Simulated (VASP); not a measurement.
Write the native input for VASP 6.6.1 that does the following.

| Item | Value |
| --- | --- |
| Task | relaxation of shape and atoms at fixed volume |
| Functional | PBEsol |
| Dispersion | D3(BJ) |
| Potentials or basis | VASP PAW PBE potentials, release 64 (W_sv, S) |
| Cutoff | 600 eV |
| k mesh | 12 × 12 × 4 |
| Occupations | gaussian, width 0.02 eV |
| Spin | no spin polarisation |
| Dipole correction | no |
| Further INCAR settings | ALGO = Normal; EDIFF = 1e-06; IBRION = 2; EDIFFG = -0.01; NSW = 50; ISIF = 4 |

The structure of WS2 lies in POSCAR:

```
WS2
1.0
    3.0832835614      0.0000000000      0.0000000000
   -1.5416417807      2.6702018912      0.0000000000
    0.0000000000      0.0000000000     11.6529419268
W S
2 4
Direct
    0.3333333333      0.6666666667      0.2500000000
    0.6666666667      0.3333333333      0.7500000000
    0.3333333333      0.6666666667      0.6164486908
    0.6666666667      0.3333333333      0.1164486908
    0.3333333333      0.6666666667      0.8835513092
    0.6666666667      0.3333333333      0.3835513092
```

One way to write it, as run:

INCAR

```
PREC = Accurate
ENCUT = 600
EDIFF = 1E-6
ISMEAR = 0
SIGMA = 0.02
LREAL = False
LASPH = True
NELM = 100
ALGO = Normal
ISIF = 4
LWAVE = False
LCHARG = False
GGA = PS
IVDW = 12
IBRION = 2
NSW = 50
EDIFFG = -0.01
```

KPOINTS

```
regular mesh
0
Gamma
  12 12 4
```

Potentials or basis: VASP PAW PBE potentials, release 64 (W_sv, S).

Command:

```bash
$ cat potpaw_PBE.64/W_sv/POTCAR potpaw_PBE.64/S/POTCAR > POTCAR
$ mpirun -np 1 vasp_std > vasp.out
```

Results of the run:

The energy gained by relaxing is 5.9 meV/atom and the ionic steps are 5. The pressure after relaxing is 2.6 GPa. The largest force after relaxing is 0.005 eV/Å. The band gap on the k mesh is 0.55 eV (least direct gap 1.97 eV) and the dispersion energy per atom is -0.430 eV.

Caveat: the PAW data sets were made with another functional, which shifts forces and pressure a little; spin-orbit coupling is left out, which moves the levels of the heavy elements.

Run time: 7 min on 1 thread of AMD EPYC 9R45 (Zen 5), on a shared host, peak memory 0.34 GiB.
